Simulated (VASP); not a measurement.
## GaP: electric field gradients with PBE

Crystal: GaP.

```
Ga P
1.0
     0.00000    2.71614    2.71614
     2.71614    0.00000    2.71614
     2.71614    2.71614    0.00000
Ga P
1 1
Direct
  0.00000 0.00000 0.00000
  0.75000 0.75000 0.75000
```

This cell differs from its parent crystal: volume scaled by 0.99.

```
Program                : VASP 6.6.1
Task                   : electric field gradients
Functional             : PBE
Potentials or basis    : VASP PAW PBE potentials, release 64 (Ga_d, P)
Cutoff                 : 520 eV
k mesh                 : 10 × 10 × 10
Occupations            : fermi-dirac, width 0.05 eV
Spin                   : no spin polarisation
Dipole correction      : no
Further INCAR settings : ALGO = Normal; EDIFF = 1e-08; NBANDS = 16
```

The pressure is 3.4 GPa and the band gap on the k mesh is 1.59 eV, indirect (least direct gap 1.91 eV).

Levels at points of the mesh, in eV from the valence-band top:
```tsv
k point	band 5	band 6	band 7	band 8	band 9	band 10	band 11	band 12	band 13	band 14
(0.00, 0.00, 0.00)	-14.46	-12.57	0.00	0.00	0.00	1.91	3.89	3.89	3.89	8.85
(0.50, 0.00, 0.00)	-14.46	-10.47	-6.69	-1.13	-1.13	1.70	4.72	4.72	8.31	10.96
(0.50, 0.50, 0.00)	-14.44	-9.56	-6.80	-2.72	-2.72	1.63	1.81	10.67	10.67	11.29
```

Wall time 21 s on 1 thread of Intel(R) Xeon(R) 6975P-C (Granite Rapids), with other jobs on the host, peak memory 0.18 GiB.

Caveat: without QUAD_EFG the Cq values of the log hold for a quadrupole moment of 1 mb, not for the nuclei. A k mesh can miss the band edges.
